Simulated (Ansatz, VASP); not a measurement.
## Hf in VASP and in Ansatz

Contents of INCAR:

```
PREC = Accurate
ENCUT = 520
EDIFF = 1E-6
ISMEAR = -1
SIGMA = 0.05
LREAL = False
LASPH = True
NELM = 80
ALGO = Normal
ISIF = 2
LWAVE = False
LCHARG = False
NBANDS = 11
```

File KPOINTS:

```
Automatic mesh
0
Gamma
  10 10 10
```

The input POSCAR:

```
Hf
1.0
    0.0000000000      2.2492138765      2.2492138765
    2.2492138765      0.0000000000      2.2492138765
    2.2492138765      2.2492138765      0.0000000000
Hf
1
Direct
    0.0000000000      0.0000000000      0.0000000000
```

Contents of input.yaml:

```yaml
crystal:
  lattice:
    - [0.0, 2.2492138765, 2.2492138765]
    - [2.2492138765, 0.0, 2.2492138765]
    - [2.2492138765, 2.2492138765, 0.0]
  atoms:
    - { symbol: Hf, position: [0.0, 0.0, 0.0] }
kpoints:
  mp_grid: { grid: [10, 10, 10] }
scf:
  occupations: { method: fermi_dirac, width: 0.05 }
hamiltonian:
  xc: lda
  pseudopotentials: { kind: all_electron, lapw: { basis_error: 0.001 } }
output:
  forces: true
  stress: true
  eigenvalues: true
```

Change from the starting cell: volume scaled by 1.04.

Alike in both runs: task single point; functional LDA; k mesh 10 × 10 × 10; occupations fermi-dirac, width 0.05 eV; no spin polarisation.

|  | VASP | Ansatz |
| --- | --- | --- |
| version | VASP 6.6.1 | Ansatz 0.2.0 |
| potentials or method | VASP PAW LDA potentials, release 64 (Hf_pv), cutoff 520 eV | all-electron LAPW, scalar-relativistic |

|  | VASP | Ansatz | Ansatz less VASP |
| --- | --- | --- | --- |
| gap on the k mesh at the Fermi level (eV) | none | none | - |
| pressure (GPa) | -9.3 | -9.3 | +0.05 |

LDA's correlation is that of Perdew and Zunger in VASP and of Perdew and Wang (1992) in Ansatz. A gap of «none» marks a metal or a gap that the smearing closes. Ansatz ran all-electron here, and VASP with PAW potentials.

Spin-orbit coupling is off throughout.
